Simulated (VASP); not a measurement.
Here is a VASP 6.6.1 calculation.

The input INCAR:

```
SYSTEM = Au
ALGO = Normal
EDIFF = 1E-7
ENCUT = 520
GGA = PS
ISIF = 2
ISMEAR = 0
LASPH = .True.
LCHARG = .True.
LELF = .True.
LREAL = .False.
LVHAR = .True.
LWAVE = .False.
NBANDS = 12
NELM = 100
PREC = Accurate
SIGMA = 0.15
```

Contents of KPOINTS:

```
k-points
0
Gamma
  20 20 20
  0 0 0
```

POSCAR

```
Au
1.0
   -1.6324099650      1.6324099650      1.7069870700
    1.6324099650     -1.6324099650      1.7069870700
    1.6324099650      1.6324099650     -1.7069870700
Au
1
Direct
    0.0000000000      0.0000000000      0.0000000000
```

Potentials or basis: VASP PAW PBE potentials, release 64 (Au).

Command:

```bash
$ cat potpaw_PBE.64/Au/POTCAR > POTCAR
$ mpirun -np 1 vasp_std > vasp.out
```

**Question.** What does it give for the pressure?

**Answer.** -9.5 GPa.

Stress tensor (GPa, compression positive):
```
-9.63  0.00  0.00
 0.00 -9.63  0.00
 0.00  0.00 -9.35
```

Caveat: the cell differs from its parent crystal (strain -0.015 along x and y, +0.030 along z); the PAW data sets were made with another functional, which shifts forces and pressure a little.
